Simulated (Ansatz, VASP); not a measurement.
WS2 in VASP and in Ansatz

File INCAR:

```
SYSTEM = WS2
PREC     = Accurate       ! precision mode
ENCUT    = 520            ! plane-wave cutoff, eV
EDIFF    = 1E-7           ! SCF threshold, eV
ISMEAR   = 0              ! smearing method
SIGMA    = 0.05           ! smearing width, eV
LREAL    = .FALSE.        ! projectors in reciprocal space
LASPH    = .TRUE.         ! aspherical terms in the spheres
NELM     = 80             ! most SCF steps
ALGO     = Normal         ! electronic algorithm
ISIF     = 2              ! what is computed and relaxed
LWAVE    = .FALSE.        ! write WAVECAR
LCHARG   = .TRUE.         ! write CHGCAR
GGA      = PS             ! functional
LELF     = .TRUE.         ! ELF
LVHAR    = .TRUE.       
NBANDS   = 20             ! bands
```

The input KPOINTS:

```
Automatic mesh
0
G
  12 12 2
  0 0 0
```

File POSCAR:

```
WS2
1.0
    3.3030650360      0.0000000000      0.0000000000
   -1.6515325180      2.8605382316      0.0000000000
    0.0000000000      0.0000000000     17.8010921388
W S
1 2
Direct
    0.3333333333      0.6666666667      0.0000000000
    0.6666666667      0.3333333333      0.9075761491
    0.6666666667      0.3333333333      0.0924238509
```

Input for Ansatz:

```yaml
crystal:
  lattice:
    - [3.303065036, 0.0, 0.0]
    - [-1.651532518, 2.8605382316, 0.0]
    - [0.0, 0.0, 17.8010921388]
  atoms:
    - { symbol: W, position: [0.3333333333, 0.6666666667, 0.0] }
    - { symbol: S, position: [0.6666666667, 0.3333333333, 0.9075761491] }
    - { symbol: S, position: [0.6666666667, 0.3333333333, 0.0924238509] }
basis:
  ecutwfc: 420
kpoints:
  mp_grid: { grid: [12, 12, 2] }
hamiltonian:
  xc: pbesol
scf:
  occupations: { method: gaussian, width: 0.05 }
output:
  forces: true
  stress: true
  eigenvalues: true
```

Change from the starting cell: strain +0.050 along x and y, +0.050 along z, atoms carried along.

Alike in both runs: task single point; functional PBEsol; k mesh 12 × 12 × 2; occupations gaussian, width 0.05 eV; no spin polarisation.

```csv
,VASP,Ansatz
version,VASP 6.6.1,Ansatz 0.2.0
potentials or method,"VASP PAW PBE potentials, release 64 (W_sv, S), cutoff 520 eV","scalar-relativistic, plane waves, PAW"
valence electrons in the cell,26,26
```

VASP gave:

| Property | Result |
| --- | --- |
| gap on the k mesh at the Fermi level (eV) | 1.59 |
| least direct gap on the mesh (eV) | 1.59 |
| rms of the force components (eV/Å) | 1.022 |

Q: What did Ansatz give for the same quantities?

A: gap on the k mesh at the Fermi level (eV): 1.59; least direct gap on the mesh (eV): 1.59; rms of the force components (eV/Å): 1.029.

VASP's potentials were made for PBE, not for PBEsol. Atom by atom the forces differ by 0.007 eV/Å (rms over components). With one functional, cell and mesh, what is left measures potentials, basis and numerics.

Neither program's run includes spin-orbit coupling.
